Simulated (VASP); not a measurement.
## RbBr: single point with PBEsol

Crystal: RbBr.

```
Rb Br
1.0
     5.81771    0.00000    0.00000
    -2.90885    5.03828    0.00000
     0.00000    0.00000    6.78662
Rb Br
2 2
Cartesian
  0.0000 3.3589 -0.4242
  2.9089 1.6794 2.9691
  0.0000 3.3589 2.9691
  2.9089 1.6794 6.3625
```

```yaml
Program: VASP 6.6.1
Task: single point
Functional: PBEsol
Potentials_or_basis: VASP PAW PBE potentials, release 64 (Rb_sv, Br)
Cutoff: 520 eV
k_mesh: 6 × 6 × 4
Occupations: fermi-dirac, width 0.02 eV
Spin: no spin polarisation
```

- Pressure: 0.0 GPa
- Band gap on the k mesh: 4.11 eV, direct

Levels at points of the mesh, in eV from the valence-band top:
| k point | band 14 | band 15 | band 16 | band 17 | band 18 | band 19 |
| --- | --- | --- | --- | --- | --- | --- |
| (0.00, 0.00, 0.00) | -0.30 | -0.30 | 0.00 | 4.11 | 6.97 | 7.01 |
| (0.50, 0.00, 0.00) | -0.29 | -0.16 | -0.14 | 5.89 | 6.23 | 6.37 |
| (0.00, 0.00, 0.50) | -0.37 | -0.37 | -0.37 | 5.31 | 5.31 | 8.38 |
| (0.50, 0.00, 0.50) | -0.31 | -0.27 | -0.27 | 6.23 | 6.23 | 7.56 |

It took 2.4 min on 1 thread of AMD EPYC 7R43 64-Core Processor (Zen 3), with other jobs on the host, peak memory 0.31 GiB.

Caveat: the PAW data sets were made with another functional, which shifts forces and pressure a little. A k mesh can miss the band edges.
